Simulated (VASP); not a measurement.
# LuHf (P4/mmm) in VASP: relaxation of volume and atoms at fixed shape with PBEsol

Aim: the relaxation of volume and atoms at fixed shape of LuHf with PBEsol.

All numbers are computed with VASP 6.6.1; they aren't measurements. Logs are shortened: lines on timing, memory, paths and dates and some standing lists are left out, and cuts for length are marked.

## (1) The cell of the first run

The structure is tetragonal, space group P4/mmm (No. 123). The conventional cell has a = 3.313 Å, b = 3.313 Å, c = 4.685 Å, α = 90.00°, β = 90.00°, γ = 90.00°. Lu (site symmetry 4/mmm) has 4 Lu at 3.31 Å and 8 Hf at 3.31 Å within 4.4 Å. Hf (site symmetry 4/mmm) has 8 Lu at 3.31 Å and 4 Hf at 3.31 Å within 4.4 Å.

## (2) Relaxation of volume and atoms at fixed shape, PBEsol

File INCAR:

```
ALGO = Normal ; EDIFF = 1E-6
EDIFFG = -0.03 ; ENCUT = 600
GGA = PS ; IBRION = 2
ISIF = 8 ; ISMEAR = 1
LASPH = T ; LCHARG = F
LREAL = F ; LWAVE = F
NELM = 80 ; NSW = 80
PREC = Accurate ; SIGMA = 0.1
```

File KPOINTS:

```
k-points
0
Gamma
  5 5 5
```

File POSCAR:

```
LuHf
1.0
    4.6850000000      0.0000000000      0.0000000000
    0.0000000000      4.6850000000      0.0000000000
    0.0000000000      0.0000000000      4.6850000000
Lu Hf
2 2
Direct
    0.0000000000      0.0000000000      0.0000000000
    0.0000000000      0.5000000000      0.5000000000
    0.5000000000      0.0000000000      0.5000000000
    0.5000000000      0.5000000000      0.0000000000
```

Potentials or basis: VASP PAW PBE potentials, release 64 (Lu, Hf_pv).

Command:

```
$ cat potpaw_PBE.64/Lu/POTCAR potpaw_PBE.64/Hf_pv/POTCAR > POTCAR
$ mpirun -np 1 vasp_std > vasp.out
```

OUTCAR:

```text
EDIFF = 1E-6
   EDIFFG = -0.03
   ENCUT = 600
   GGA = PS
   IBRION = 2
   ISIF = 8
   ISMEAR = 1
   LASPH = T
   LREAL = F
   NELM = 80
   NSW = 80
   PREC = Accurate

 ion  position               nearest neighbor table
   1  0.000  0.000  0.000-   2 3.31   3 3.31   4 3.31   2 3.31   3 3.31   2 3.31   4 3.31   2 3.31
                             3 3.31   4 3.31   3 3.31   4 3.31
   2  0.000  0.500  0.500-   1 3.31   3 3.31   4 3.31   1 3.31   4 3.31   1 3.31   3 3.31   1 3.31
                             3 3.31   4 3.31   4 3.31   3 3.31
   3  0.500  0.000  0.500-   1 3.31   2 3.31   4 3.31   1 3.31   4 3.31   2 3.31   4 3.31   4 3.31
                             1 3.31   2 3.31   1 3.31   2 3.31
   4  0.500  0.500  0.000-   1 3.31   2 3.31   3 3.31   2 3.31   3 3.31   1 3.31   3 3.31   3 3.31
                             1 3.31   2 3.31   2 3.31   1 3.31

  LATTYP: Found a simple cubic cell.
 ALAT       =     4.6850000000

  Lattice vectors:

 A1 = (   4.6850000000,   0.0000000000,   0.0000000000)
 A2 = (   0.0000000000,   4.6850000000,   0.0000000000)
 A3 = (   0.0000000000,   0.0000000000,   4.6850000000)

Analysis of symmetry for initial positions (statically):
=====================================================================
 Subroutine PRICEL returns following result:

  LATTYP: Found a simple tetragonal cell.
 ALAT       =     3.3127952699
 C/A-ratio  =     1.4142135624

  Lattice vectors:

 A1 = (   0.0000000000,   2.3425000000,  -2.3425000000)
 A2 = (   0.0000000000,   2.3425000000,   2.3425000000)
 A3 = (   4.6850000000,   0.0000000000,   0.0000000000)

   2 primitive cells build up your supercell.

 Routine SETGRP: Setting up the symmetry group for a
 simple cubic supercell.

 Subroutine GETGRP returns: Found 16 space group operations
 (whereof 16 operations were pure point group operations)
 out of a pool of 48 trial point group operations.

The static configuration has the point symmetry D_4h.

Analysis of symmetry for dynamics (positions and initial velocities):
=====================================================================
 Subroutine PRICEL returns following result:

  LATTYP: Found a simple tetragonal cell.
 ALAT       =     3.3127952699
 C/A-ratio  =     1.4142135624

  Lattice vectors:

 A1 = (   0.0000000000,   2.3425000000,  -2.3425000000)
 A2 = (   0.0000000000,   2.3425000000,   2.3425000000)
 A3 = (   4.6850000000,   0.0000000000,   0.0000000000)

   2 primitive cells build up your supercell.

 Routine SETGRP: Setting up the symmetry group for a
 simple cubic supercell.

 Subroutine GETGRP returns: Found 16 space group operations
 (whereof 16 operations were pure point group operations)
 out of a pool of 48 trial point group operations.

The dynamic configuration has the point symmetry D_4h.

 Subroutine INISYM returns: Found 16 space group operations
 (whereof 16 operations are pure point group operations),
 and found     2 'primitive' translations

----------------------------------------------------------------------------------------

                                     Primitive cell

  volume of cell :      51.4161

  direct lattice vectors                    reciprocal lattice vectors
     0.000000000  2.342500000 -2.342500000     0.000000000  0.213447172 -0.213447172
     0.000000000  2.342500000  2.342500000     0.000000000  0.213447172  0.213447172
     4.685000000  0.000000000  0.000000000     0.213447172  0.000000000  0.000000000

  length of vectors
     3.312795270  3.312795270  4.685000000     0.301859885  0.301859885  0.213447172

  position of ions in fractional coordinates (direct lattice)
     0.000000000  0.000000000  0.000000000
     0.500000000  0.500000000  0.500000000

  ion indices of the primitive-cell ions
   primitive index   ion index
                 1           1
                 2           3

----------------------------------------------------------------------------------------

 KPOINTS: k-points

Automatic generation of k-mesh.
 Grid dimensions read from file:
 generate k-points for:    5    5    5

 Generating k-lattice:

  Cartesian coordinates                     Fractional coordinates (reciprocal lattice)
     0.042689434  0.000000000  0.000000000     0.200000000  0.000000000  0.000000000
     0.000000000  0.042689434  0.000000000     0.000000000  0.200000000  0.000000000
     0.000000000  0.000000000  0.042689434     0.000000000  0.000000000  0.200000000

  Length of vectors
     0.042689434  0.042689434  0.042689434

  Shift w.r.t. Gamma in fractional coordinates (k-lattice)
     0.000000000  0.000000000  0.000000000

 Subroutine IBZKPT returns following result:
 ===========================================

 Found     18 irreducible k-points:

 Following reciprocal coordinates:
            Coordinates               Weight
  0.000000  0.000000  0.000000      1.000000
  0.200000  0.000000  0.000000      2.000000
  0.000000  0.200000  0.000000      4.000000
  0.400000  0.000000  0.000000      2.000000
  0.000000  0.400000  0.000000      4.000000
  0.200000  0.200000  0.000000      8.000000
[... 10 lines left out ...]
  0.200000  0.400000  0.400000      8.000000
  0.400000  0.400000  0.400000      8.000000
   k-points           NKPTS =     18   k-points in BZ     NKDIM =     18   number of bands    NBANDS=     42
   number of dos      NEDOS =    301   number of ions     NIONS =      4
   total plane-waves  NPLWV =  64000
   dimension x,y,z NGX =    40 NGY =   40 NGZ =   40
   dimension x,y,z NGXF=    80 NGYF=   80 NGZF=   80
   ions per type =               2   2
   NGX,Y,Z   is equivalent  to a cutoff of  14.19, 14.19, 14.19 a.u.
   NGXF,Y,Z  is equivalent  to a cutoff of  28.39, 28.39, 28.39 a.u.
 SYSTEM =  unknown system
   PREC   = accura    normal or accurate (medium, high low for compatibility)
   ISTART =      0    job   : 0-new  1-cont  2-samecut
   ICHARG =      2    charge: 1-file 2-atom 10-const
   ISPIN  =      1    spin polarized calculation?
   LNONCOLLINEAR =      F non collinear calculations
   LSORBIT =      F    spin-orbit coupling
   LASPH  =      T    aspherical Exc in radial PAW
   ENCUT  =  600.0 eV  44.10 Ry    6.64 a.u.   9.36  9.36  9.36*2*pi/ulx,y,z
   NELM   =     80;   NELMIN=  2; NELMDL= -5     # of ELM steps
   EDIFF  = 0.1E-05   stopping-criterion for ELM
   LREAL  =      F    real-space projection
   EDIFFG = -.3E-01   stopping-criterion for IOM
   NSW    =     80    number of steps for IOM
   IBRION =      2    ionic relax: 0-MD 1-quasi-New 2-CG
   NFREE  =      1    steps in history (QN), initial steepest desc. (CG)
   ISIF   =      8    stress and relaxation
   ISYM   =      2    0-nonsym 1-usesym 2-fastsym
   POTIM  = 0.5000    time-step for ionic-motion
   TEBEG  =    0.0;   TEEND  =   0.0 temperature during run
   PSTRESS=    0.0 pullay stress
   NELECT =      70.0000    total number of electrons
   NUPDOWN=      -1.0000    fix difference up-down
   EMIN   =  10.00;   EMAX   =-10.00  energy-range for DOS
   EFERMI =   0.00;   METHOD = LEGACY
   ISMEAR =     1;   SIGMA  =   0.10  broadening in eV -4-tet -1-fermi 0-gaus
   EFERMI_NEDOS =   21; number of points for ismear=-14 and -15
   IALGO  =     38    algorithm
   IMIX   =      4    mixing-type and parameters
     AMIX     =   0.40;   BMIX     =  1.00
     AMIX_MAG =   1.60;   BMIX_MAG =  1.00
  volume/ion in A,a.u.               =      25.71       173.49
  Fermi-wavevector in a.u.,A,eV,Ry     =   1.440117  2.721427 28.217644  2.073938
  Thomas-Fermi vector in A             =   2.558897
   LORBIT       =      0    0 simple, 1 ext, 2 COOP (PROOUT), +10 PAW based schemes
   GGA     = PS    functional components
   LHFCALC =     F    Hartree Fock is set to
   AEXX    =    0.0000 exact exchange contribution
   IVDW    =     0    specifies the selected vdW correction
   LEPSILON=     F    determine dielectric tensor
   LRPA    =     F    only Hartree local field effects (RPA)
 conjugate gradient relaxation of ions
 non-spin polarized calculation
 Methfessel and Paxton  Order N= 1 SIGMA  =   0.10
  energy-cutoff  :      600.00
  volume of cell :      102.83
 maximum number of plane-waves:      3447
 NGX is ok and might be reduce to    40
   NGX = 19   NGY = 19   NGZ = 19

--------------------------------------- Ionic step        1  -------------------------------------------

 number of electron      69.9999989 magnetization

 Free energy of the ion-electron system (eV)
  ---------------------------------------------------
  ext. energy  EPLUGINS =         0.00000000
  ---------------------------------------------------
  free energy    TOTEN  =       -30.22055811 eV

  energy without entropy =      -30.22621879  energy(sigma->0) =      -30.22244500

------------------------ aborting loop because EDIFF is reached ----------------------------------------

  FORCE on cell =-STRESS in cart. coord.  units (eV):
  Direction    XX          YY          ZZ          XY          YZ          ZX
  --------------------------------------------------------------------------------------
  -------------------------------------------------------------------------------------
  Total       -2.7769594     -3.5904125     -3.5904125      0.0000000     -0.0000000      0.0000000
  in kB      -43.2664565    -55.9404745    -55.9404745      0.0000000     -0.0000000      0.0000000
  external PRESSURE =     -51.7158018 kB  Pullay stress =       0.0000000 kB

 VOLUME and BASIS-vectors are now :
 -----------------------------------------------------------------------------
  energy-cutoff  :      600.00
  volume of cell :      102.83
      direct lattice vectors                 reciprocal lattice vectors
     4.685000000  0.000000000  0.000000000     0.213447172  0.000000000  0.000000000
     0.000000000  4.685000000  0.000000000     0.000000000  0.213447172  0.000000000
     0.000000000  0.000000000  4.685000000     0.000000000  0.000000000  0.213447172
[... 39 lines left out ...]
 POSITION                                       TOTAL-FORCE (eV/Angst)
 -----------------------------------------------------------------------------------
      4.49745      4.49745      4.49745         0.000000     -0.000000      0.000000
      4.49745      2.24872      2.24872         0.000000      0.000000      0.000000
      2.24872      0.00000      2.24872         0.000000     -0.000000      0.000000
      2.24872      2.24872      0.00000         0.000000     -0.000000      0.000000
 -----------------------------------------------------------------------------------
    total drift:                               -0.000000      0.000000     -0.000000

  FREE ENERGIE OF THE ION-ELECTRON SYSTEM (eV)
  ---------------------------------------------------
  free  energy   TOTEN  =       -30.2906328697 eV

  energy  without entropy=      -30.2951428031  energy(sigma->0) =      -30.29213618

--------------------------------------- Ionic step        3  -------------------------------------------

 number of electron      70.0000012 magnetization

 Free energy of the ion-electron system (eV)
  ---------------------------------------------------
  ext. energy  EPLUGINS =         0.00000000
  ---------------------------------------------------
  free energy    TOTEN  =       -30.34604635 eV

  energy without entropy =      -30.35063110  energy(sigma->0) =      -30.34757460

 E-fermi :   3.5498     XC(G=0): -11.4420

 val. band max:        3.5364203226   @ k =   0.4000   0.2000   0.0000
 cond. band min:       3.5757290322   @ k =   0.0000   0.4000   0.4000
 fundamental gap:      0.0393087096
 Fermi energy:         3.5497943166

 k-point     1 :       0.0000    0.0000    0.0000
  band No.  band energies     occupation
      1     -52.1460      2.00000
      2     -52.0972      2.00000
      3     -27.1000      2.00000
      4     -27.1000      2.00000
      5     -27.0698      2.00000
      6     -26.9692      2.00000
[... 821 lines left out ...]
 POSITION                                       TOTAL-FORCE (eV/Angst)
 -----------------------------------------------------------------------------------
      0.00000      0.00000      0.00000        -0.000000      0.000000     -0.000000
      0.00000      2.28541      2.28541        -0.000000     -0.000000      0.000000
      2.28541      0.00000      2.28541         0.000000     -0.000000      0.000000
      2.28541      2.28541      0.00000         0.000000     -0.000000      0.000000
 -----------------------------------------------------------------------------------
    total drift:                               -0.000000     -0.000000     -0.000000

  FREE ENERGIE OF THE ION-ELECTRON SYSTEM (eV)
  ---------------------------------------------------
  free  energy   TOTEN  =       -30.3460463545 eV

  energy  without entropy=      -30.3506311050  energy(sigma->0) =      -30.34757460

 reached required accuracy - stopping structural energy minimisation
```

It took 8 min on 1 thread of Oxide Virtual Turin-like, shared host; peak memory 0.27 GiB.

What came out:

```
Free energy                           : -30.3460 eV
Relaxed volume                        : 23.87 Å³/atom
Relaxed cell                          : a = 4.571 Å, b = 4.571 Å, c = 4.571 Å, α = 90.00°, β = 90.00°, γ = 90.00°
Space group after relaxing (to 0.1 Å) : P4/mmm (No. 123)
Energy gained by relaxing             : 31.4 meV/atom
Ionic steps                           : 3
Pressure after relaxing               : 0.0 GPa
Band gap on the k mesh                : zero (bands 35 and 36 overlap by 0.47 eV)
```

Step by step:
```
step  energy change (eV)  largest force (eV/Å)  pressure (GPa)  volume (Å³)
   1              0.0000                0.0000           -5.17       102.83
   2             -0.0701                0.0000            3.99        90.97
   3             -0.1255                0.0000            0.04        95.50
```

Final structure:
```xyz
4
Lattice="4.5708 0.0000 0.0000 0.0000 4.5708 0.0000 0.0000 0.0000 4.5708" Properties=species:S:1:pos:R:3 pbc="T T T"
Lu    0.0000    0.0000    0.0000
Lu    0.0000    2.2854    2.2854
Hf    2.2854    0.0000    2.2854
Hf    2.2854    2.2854    0.0000
```

Caveat: the PAW data sets were made with another functional, which shifts forces and pressure a little; spin-orbit coupling is left out, which moves the levels of the heavy elements.
